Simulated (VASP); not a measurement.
# Mg2C3 (C2/m) in VASP: settings compared, part 2 of 2

VASP 6.6.1. Earlier steps stand in the parts before.

### Step 4. Single point, PBE+D4 (10.58 Å³/atom)

This run uses another cell than the first one, of 10.58 Å³/atom.

INCAR

```
ALGO     = Normal         # electronic algorithm
EDIFF    = 1E-7           # SCF threshold, eV
ENCUT    = 520            # plane-wave cutoff, eV
GGA      = PE             # functional
ISIF     = 2              # what is computed and relaxed
ISMEAR   = 0              # smearing method
IVDW     = 13             # dispersion correction
LASPH    = True           # aspherical terms in the spheres
LCHARG   = True           # write CHGCAR
LELF     = True           # ELF
LREAL    = False          # projectors in reciprocal space
LVHAR    = True         
LWAVE    = False          # write WAVECAR
NBANDS   = 16             # bands
NELM     = 100            # most SCF steps
PREC     = Accurate       # precision mode
SIGMA    = 0.05           # smearing width, eV
```

KPOINTS

```
k-points
0
Gamma
  8 8 6
```

POSCAR

```
Mg2C3
1.0
    2.3772175866     -2.3102964683      0.0018736208
    2.3772175866      2.3102964683      0.0018736208
   -1.2036751148      0.0000000000      4.8171115903
Mg C
2 3
Direct
    0.8090976491      0.8090976491      0.1995426463
    0.1909023509      0.1909023509      0.8004573537
    0.3009250121      0.3009250121      0.2612050244
    0.6990749879      0.6990749879      0.7387949756
    0.5000000000      0.5000000000      0.5000000000
```

Potentials or basis: VASP PAW PBE potentials, release 64 (Mg, C).

Run with:

```console
> cat potpaw_PBE.64/Mg/POTCAR potpaw_PBE.64/C/POTCAR > POTCAR
> mpirun -np 1 vasp_std > vasp.out
```

OUTCAR:

```text
EDIFF = 1E-7
   ENCUT = 520
   GGA = PE
   ISIF = 2
   ISMEAR = 0
   IVDW = 13
   LASPH = True
   LREAL = False
   NELM = 100
   PREC = Accurate

 ion  position               nearest neighbor table
   1  0.809  0.809  0.200-   4 2.22   3 2.28   3 2.33   3 2.33   5 2.33   3 2.51   5 2.78   5 2.78
                             4 2.85   2 2.99   2 3.01   2 3.01   2 3.10   2 3.12
   2  0.191  0.191  0.800-   3 2.22   4 2.28   4 2.33   4 2.33   5 2.33   4 2.51   5 2.78   5 2.78
                             3 2.85   1 2.99   1 3.01   1 3.01   1 3.10   1 3.12
   3  0.301  0.301  0.261-   5 1.33   2 2.22   1 2.28   1 2.33   1 2.33   1 2.51   2 2.85
   4  0.699  0.699  0.739-   5 1.33   1 2.22   2 2.28   2 2.33   2 2.33   2 2.51   1 2.85
   5  0.500  0.500  0.500-   3 1.33   4 1.33   1 2.33   2 2.33   2 2.78   2 2.78   1 2.78   1 2.78

  LATTYP: Found a base centered monoclinic cell.
 ALAT       =     4.7544366499
 B/A-ratio  =     0.9718486704
 C/A-ratio  =     1.0443337830
 COS(beta)  =    -0.2416566413

  Lattice vectors:

 A1 = (   2.3772175866,  -2.3102964683,   0.0018736208)
 A2 = (   2.3772175866,   2.3102964683,   0.0018736208)
[... 188 lines left out ...]
 Fermi energy:         5.1254201507

 k-point     1 :       0.0000    0.0000    0.0000
  band No.  band energies     occupation
      1     -11.3092      2.00000
      2      -7.3095      2.00000
      3      -2.7115      2.00000
      4       0.7422      2.00000
      5       1.4850      2.00000
      6       1.8750      2.00000
[... 433 lines left out ...]
      3      -1.6269      2.00000
      4      -0.9498      2.00000
      5       0.5940      2.00000
      6       1.4297      2.00000
[... 8 lines left out ...]
     15      14.5938      0.00000
     16      15.3657      0.00000

 [... further k-points ...]

------------------------ aborting loop because EDIFF is reached ----------------------------------------

  DFT-D4 for vdW energy calculation

  Edisp (eV):   -0.78494

  FORCE on cell =-STRESS in cart. coord.  units (eV):
  Direction    XX          YY          ZZ          XY          YZ          ZX
  --------------------------------------------------------------------------------------
  -------------------------------------------------------------------------------------
  Total       0.68808     0.65905     0.76163     0.00000     0.00000     0.08186
  in kB      20.83090    19.95217    23.05766     0.00000     0.00000     2.47815
  external pressure =       21.28 kB  Pullay stress =        0.00 kB

 VOLUME and BASIS-vectors are now :
 -----------------------------------------------------------------------------
  energy-cutoff  :      520.00
  volume of cell :       52.92
      direct lattice vectors                 reciprocal lattice vectors
     2.377217587 -2.310296468  0.001873621     0.210288512 -0.216422441  0.052545814
     2.377217587  2.310296468  0.001873621     0.210288512  0.216422441  0.052545814
    -1.203675115  0.000000000  4.817111590    -0.000163584  0.000000000  0.207552406

 POSITION                                       TOTAL-FORCE (eV/Angst)
 -----------------------------------------------------------------------------------
      3.60662      0.00000      0.96425        -0.003198      0.000000     -0.005098
     -0.05586      0.00000      3.85661         0.003198      0.000000      0.005098
      1.11632      0.00000      1.25938        -0.030785      0.000000     -0.038888
      2.43444      0.00000      3.56148         0.030785      0.000000      0.038888
      1.77538      0.00000      2.41043         0.000000      0.000000     -0.000000
 -----------------------------------------------------------------------------------
    total drift:                               -0.000000      0.000000      0.000000

  FREE ENERGIE OF THE ION-ELECTRON SYSTEM (eV)
  ---------------------------------------------------
  free  energy   TOTEN  =       -30.3787100720 eV

  energy  without entropy=      -30.3787100720  energy(sigma->0) =      -30.37871007
```

Run time: 2.7 min. Hardware: 1 thread of Intel Xeon 8259CL, shared host; peak memory 0.24 GiB.

Results:

```
Free energy                : -30.3787 eV
Pressure                   : 2.1 GPa
Largest force              : 0.050 eV/Å
Band gap on the k mesh     : 1.67 eV (least direct gap 2.40 eV)
Dispersion energy per atom : -0.157 eV
```

Forces on the atoms (eV/Å):
```
Mg  -0.003  0.000 -0.005
Mg   0.003  0.000  0.005
C   -0.031  0.000 -0.039
C    0.031  0.000  0.039
C    0.000  0.000  0.000
```

A k mesh can miss the band edges.

### Step 5. Summary

```csv
level,cell,gap on the mesh (eV),pressure (GPa),largest force (eV/Å)
PBEsol+D3(BJ),"a = 3.310, b = 3.310, c = 4.931 Å, angles 99.8, 99.8, 88.2°, 5 atoms, atomic positions A",1.72,0.0,0.07
RPBE+D4,"a = 3.319, b = 3.319, c = 4.950 Å, angles 99.9, 99.9, 88.1°, 5 atoms, atomic positions A",1.78,2.0,0.06
PBE+D4,"a = 3.315, b = 3.315, c = 4.965 Å, angles 100.0, 100.0, 88.4°, 5 atoms, atomic positions B",1.67,2.1,0.05
```

Alike in all rows: task single point; potentials or basis VASP PAW PBE potentials, release 64 (Mg, C); no spin polarisation; k mesh 8 × 8 × 6; cutoff (eV) 520; smearing gaussian 0.05 eV.

Caveats: the PAW data sets were made with another functional, which shifts forces and pressure a little (at least some runs).

Total energies depend on the potentials used, so only differences within one code and one set of settings carry meaning.
